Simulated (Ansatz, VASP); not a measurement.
# One calculation of BN, two programs

File POSCAR:

```
BN
1.0
    0.0000000000      1.8048245576      1.8048245576
    1.8048245576      0.0000000000      1.8048245576
    1.8048245576      1.8048245576      0.0000000000
B N
1 1
Direct
    0.0000000000      0.0000000000      0.0000000000
    0.2500000000      0.2500000000      0.2500000000
```

File INCAR.step1:

```
SYSTEM = BN
PREC     = Accurate       ! precision mode
ENCUT    = 910            ! plane-wave cutoff, eV
ISMEAR   = 0              ! smearing method
SIGMA    = 0.01           ! smearing width, eV
LREAL    = .False.        ! projectors in reciprocal space
LASPH    = .True.         ! aspherical terms in the spheres
NELM     = 120            ! most SCF steps
NBANDS   = 11             ! bands
GGA      = PE             ! functional
ALGO     = Normal         ! electronic algorithm
EDIFF    = 1E-5           ! SCF threshold, eV
LWAVE    = .True.         ! write WAVECAR
LCHARG   = .False.        ! write CHGCAR
GGA_COMPAT= .False.
```

Contents of INCAR.step2:

```
SYSTEM = BN
PREC     = Accurate       ! precision mode
ENCUT    = 910            ! plane-wave cutoff, eV
EDIFF    = 1E-6           ! SCF threshold, eV
ISMEAR   = 0              ! smearing method
SIGMA    = 0.01           ! smearing width, eV
LREAL    = .False.        ! projectors in reciprocal space
LASPH    = .True.         ! aspherical terms in the spheres
NELM     = 120            ! most SCF steps
ALGO     = Normal         ! electronic algorithm
ISIF     = 2              ! what is computed and relaxed
LWAVE    = .False.        ! write WAVECAR
LCHARG   = .False.        ! write CHGCAR
METAGGA  = R2SCAN         ! meta-GGA
LMIXTAU  = .True.       
NBANDS   = 11             ! bands
ISTART   = 1            
GGA_COMPAT= .False.
```

Contents of KPOINTS:

```
regular mesh
0
Gamma
  10 10 10
  0 0 0
```

Input for Ansatz:

```yaml
crystal:
  lattice:
    - [0.0, 1.8048245576, 1.8048245576]
    - [1.8048245576, 0.0, 1.8048245576]
    - [1.8048245576, 1.8048245576, 0.0]
  atoms:
    - { symbol: B, position: [0.0, 0.0, 0.0] }
    - { symbol: "N", position: [0.25, 0.25, 0.25] }
kpoints:
  mp_grid: { grid: [10, 10, 10] }
hamiltonian:
  xc: r2scan
scf:
  occupations: { method: fixed }
  n_extra_bands: 4
output:
  forces: true
  stress: true
  eigenvalues: true
```

Alike in both runs: task single point; functional r2SCAN; k mesh 10 × 10 × 10; no spin polarisation.

|  | VASP | Ansatz |
| --- | --- | --- |
| version | VASP 6.6.1 | Ansatz 0.2.0 |
| potentials or method | VASP PAW PBE potentials, release 64 (B_h, N_h) | plane waves, PAW |
| plane-wave cutoff (eV) | 910 | 500 |
| occupations | gaussian, width 0.01 eV | fixed |
| valence electrons in the cell | 8 | 8 |

|  | VASP | Ansatz | Ansatz less VASP |
| --- | --- | --- | --- |
| gap on the k mesh at the Fermi level (eV) | 5.00 | 5.00 | +0.006 |

VASP's potentials were made for PBE, not for r2SCAN.

Noted on VASP's run: the cutoff is under 1.25 times that of the potentials, so the pressure is a little rough.
